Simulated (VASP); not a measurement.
**TaN: electric field gradients with PBEsol**

The system is TaN.

```
Ta N
1.0
     2.84986    0.00000    0.00000
    -1.42493    2.46805    0.00000
     0.00000    0.00000    2.88300
Ta N
1 1
Direct
  0.33333 0.66667 0.50000
  0.00000 0.00000 0.00000
```

This cell differs from its parent crystal: equal xx and yy strain of -3 %.

```yaml
Program: VASP 6.6.1
Task: electric field gradients
Functional: PBEsol
Potentials_or_basis: VASP PAW PBE potentials, release 64 (Ta_pv, N)
Cutoff: 520 eV
k_mesh: 12 × 12 × 10
Occupations: fermi-dirac, width 0.02 eV
Spin: no spin polarisation
Dipole_correction: no
Further_INCAR_settings: ALGO = Normal; EDIFF = 1e-08; NBANDS = 15
```

```json
{
 "Pressure": "19.3 GPa",
 "Band gap on the k mesh": "zero (band 8 reaches 8.96 eV, above the bottom of band 9 at 8.57 eV)"
}
```

Stress tensor (GPa, compression positive):
```
25.62  0.00  0.00
 0.00 25.62  0.00
 0.00  0.00  6.57
```

Levels at points of the mesh, in eV from the Fermi level:
```csv
k point,band 5,band 6,band 7,band 8,band 9,band 10,band 11,band 12
"(0.00, 0.00, 0.00)",-4.69,-4.66,-4.66,-3.24,2.88,3.62,3.62,4.20
"(0.50, 0.00, 0.00)",-8.70,-5.86,-3.88,-3.19,3.02,4.62,5.29,5.92
"(0.00, 0.00, 0.50)",-9.86,-3.77,-3.77,-0.24,-0.24,2.07,3.62,3.62
"(0.50, 0.00, 0.50)",-7.75,-6.56,-5.90,-0.41,4.51,5.97,6.26,7.65
```

Electric field gradients, principal values (V/Å²):
| atom | least | middle | greatest (by size) |
| --- | --- | --- | --- |
| 1 Ta | -14.727 | -14.727 | 29.454 |
| 2 N | -2.210 | -2.210 | 4.420 |

It took 26 s on 1 thread of Intel(R) Xeon(R) Platinum 8259CL CPU @ 2.50GHz (Skylake/Cascade Lake) (shared host), peak memory 0.16 GiB.

Caveat: the cell differs from its parent crystal (equal xx and yy strain of -3 %); without QUAD_EFG the Cq values of the log hold for a quadrupole moment of 1 mb, not for the nuclei; the PAW data sets were made with another functional, which shifts forces and pressure a little; spin-orbit coupling is left out, which moves the levels of the heavy elements.
